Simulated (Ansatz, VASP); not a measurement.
**One calculation of Hg2OF2, two programs**

Contents of INCAR:

```
SYSTEM = Hg2OF2
PREC = Accurate
ENCUT = 520
EDIFF = 1E-6
ISMEAR = 0
SIGMA = 0.01
LREAL = .False.
LASPH = .True.
NELM = 120
ALGO = Normal
ISIF = 2
LWAVE = .False.
LCHARG = .False.
GGA = PE
NBANDS = 38
GGA_COMPAT = .False.
NELMDL = -8
```

Contents of KPOINTS:

```
Automatic mesh
0
Gamma
  1 1 1
  0 0 0
```

The input POSCAR:

```
Hg2OF2
1.0
   10.2900000000      0.0000000000      0.0000000000
    0.0000000000     10.4800000000      0.0000000000
    0.0000000000      0.0000000000     15.8100000000
Hg O F
2 1 2
Direct
    0.5041438300      0.5044675600      0.6067179000
    0.5041438300      0.5044675600      0.3935496500
    0.4373177800      0.4293893100      0.5001340900
    0.5628707500      0.5704465600      0.7156375700
    0.5628707500      0.5704465600      0.2846299800
```

Input for Ansatz:

```yaml
crystal:
  lattice:
    - [10.29, 0.0, 0.0]
    - [0.0, 10.48, 0.0]
    - [0.0, 0.0, 15.81]
  atoms:
    - { symbol: Hg, position: [0.50414383, 0.50446756, 0.6067179] }
    - { symbol: Hg, position: [0.50414383, 0.50446756, 0.39354965] }
    - { symbol: O, position: [0.43731778, 0.42938931, 0.50013409] }
    - { symbol: F, position: [0.56287075, 0.57044656, 0.71563757] }
    - { symbol: F, position: [0.56287075, 0.57044656, 0.28462998] }
basis:
  ecutwfc: 420
  ecutrho_ratio: 4
kpoints:
  mp_grid: { grid: [1, 1, 1] }
hamiltonian:
  xc: pbe
scf:
  occupations: { method: gaussian, width: 0.01 }
output:
  forces: true
  eigenvalues: true
  populations: true
```

Alike in both runs: task single point; functional PBE; k mesh 1 × 1 × 1; occupations gaussian, width 0.01 eV; no spin polarisation.

|  | VASP | Ansatz |
| --- | --- | --- |
| version | VASP 6.6.1 | Ansatz 0.2.0 |
| potentials or method | VASP PAW PBE potentials, release 64 (Hg_sv_GW, O, F), cutoff 520 eV | scalar-relativistic, plane waves, PAW |
| valence electrons in the cell | 60 | 60 |

```tsv
	VASP	Ansatz	Ansatz less VASP
gap on the k mesh at the Fermi level (eV)	3.28	3.30	+0.020
rms of the force components (eV/Å)	0.118	0.098	-0.0204
```

Atom by atom the forces differ by 0.045 eV/Å (rms over components). Ansatz's warnings: structure snapped to symmetry.

Neither program's run includes spin-orbit coupling.
